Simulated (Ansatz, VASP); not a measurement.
**Two plane-wave programs on CuI**

```
CELL_PARAMETERS angstrom
0.00000 2.98395 2.98395
2.98395 0.00000 2.98395
2.98395 2.98395 0.00000
ATOMIC_POSITIONS crystal
Cu 0.75000 0.75000 0.75000
I 0.00000 0.00000 0.00000
```

Alike in both runs: task single point; functional PBE; k mesh 8 × 8 × 8; occupations gaussian, width 0.05 eV; no spin polarisation.

|  | VASP | Ansatz |
| --- | --- | --- |
| version | VASP 6.6.1 | Ansatz 0.2.0 |
| potentials or method | VASP PAW PBE potentials, release 64 (Cu, I), cutoff 520 eV | scalar-relativistic, plane waves, PAW |
| valence electrons in the cell | 18 | 36 |

VASP gave:

| Property | Result |
| --- | --- |
| gap on the k mesh at the Fermi level (eV) | 1.27 |
| least direct gap on the mesh (eV) | 1.27 |
| pressure (GPa) | 2.5 |

Problem. What did Ansatz give for the same quantities?

Solution. gap on the k mesh at the Fermi level (eV): 1.25; least direct gap on the mesh (eV): 1.25; pressure (GPa): 2.5.

VASP's potentials hold 18 valence electrons a cell and Ansatz's 36, so a difference there can come from the potentials and not from the codes.

Spin-orbit coupling is off throughout.
